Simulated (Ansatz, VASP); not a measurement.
Two plane-wave programs on SiO2

INCAR

```
ALGO = Normal
EDIFF = 1E-8
ENCUT = 520
GGA = PE
ISIF = 2
ISMEAR = -1
LASPH = T
LCHARG = F
LEFG = T
LREAL = F
LWAVE = F
NBANDS = 44
NELM = 100
PREC = Accurate
SIGMA = 0.02
```

File KPOINTS:

```
k-points
0
Gamma
  5 5 4
```

The input POSCAR:

```
SiO2
1.0
    4.9820000000      0.0000000000      0.0000000000
    0.0000000000      4.9820000000      0.0000000000
    0.0000000000      0.0000000000      6.9630000000
Si O
4 8
Direct
    0.2989700000      0.2989700000      0.0000000000
    0.2010300000      0.7989700000      0.2500000000
    0.7010300000      0.7010300000      0.5000000000
    0.7989700000      0.2010300000      0.7500000000
    0.2398900000      0.1034700000      0.1781300000
    0.3965300000      0.7398900000      0.4281300000
    0.7601100000      0.8965300000      0.6781300000
    0.6034700000      0.2601100000      0.9281300000
    0.7398900000      0.3965300000      0.5718700000
    0.8965300000      0.7601100000      0.3218700000
    0.2601100000      0.6034700000      0.0718700000
    0.1034700000      0.2398900000      0.8218700000
```

Input for Ansatz:

```yaml
crystal:
  lattice:
    - [4.982, 0.0, 0.0]
    - [0.0, 4.982, 0.0]
    - [0.0, 0.0, 6.963]
  atoms:
    - { symbol: Si, position: [0.29897, 0.29897, 0.0] }
    - { symbol: Si, position: [0.20103, 0.79897, 0.25] }
    - { symbol: Si, position: [0.70103, 0.70103, 0.5] }
    - { symbol: Si, position: [0.79897, 0.20103, 0.75] }
    - { symbol: O, position: [0.23989, 0.10347, 0.17813] }
    - { symbol: O, position: [0.39653, 0.73989, 0.42813] }
    - { symbol: O, position: [0.76011, 0.89653, 0.67813] }
    - { symbol: O, position: [0.60347, 0.26011, 0.92813] }
    - { symbol: O, position: [0.73989, 0.39653, 0.57187] }
    - { symbol: O, position: [0.89653, 0.76011, 0.32187] }
    - { symbol: O, position: [0.26011, 0.60347, 0.07187] }
    - { symbol: O, position: [0.10347, 0.23989, 0.82187] }
kpoints:
  mp_grid: { grid: [5, 5, 4] }
scf:
  occupations: { method: fermi_dirac, width: 0.02 }
hamiltonian:
  xc: pbe
  pseudopotentials: { kind: paw }
output:
  forces: true
  stress: true
  populations: true
  efg: { quadrupole_moments_barn: { O: -0.02558 }, contact_densities: true }
```

Alike in both runs: task electric field gradients; functional PBE; k mesh 5 × 5 × 4; occupations fermi-dirac, width 0.02 eV; no spin polarisation.

|  | VASP | Ansatz |
| --- | --- | --- |
| version | VASP 6.6.1 | Ansatz 0.2.0 |
| potentials or method | VASP PAW PBE potentials, release 64 (Si, O) | plane-wave PAW, scalar-relativistic |
| plane-wave cutoff (eV) | 520 | 420 |
| valence electrons in the cell | 64 | 64 |

|  | VASP | Ansatz | Ansatz less VASP |
| --- | --- | --- | --- |
| gap on the k mesh at the Fermi level (eV) | 5.76 | 5.76 | -0.002 |
| pressure (GPa) | 6.4 | 6.3 | -0.14 |
| traceless stress, the component that is largest in VASP (GPa) | 0.41 | 0.43 | +0.022 |
| rms of the force components (eV/Å) | 0.199 | 0.199 | -0.0006 |
| size of Vzz on the site where it differs most (V/Å²) | 87.5 | 91.9 | +4.44 |

Atom by atom the forces differ by 0.009 eV/Å (rms over components).
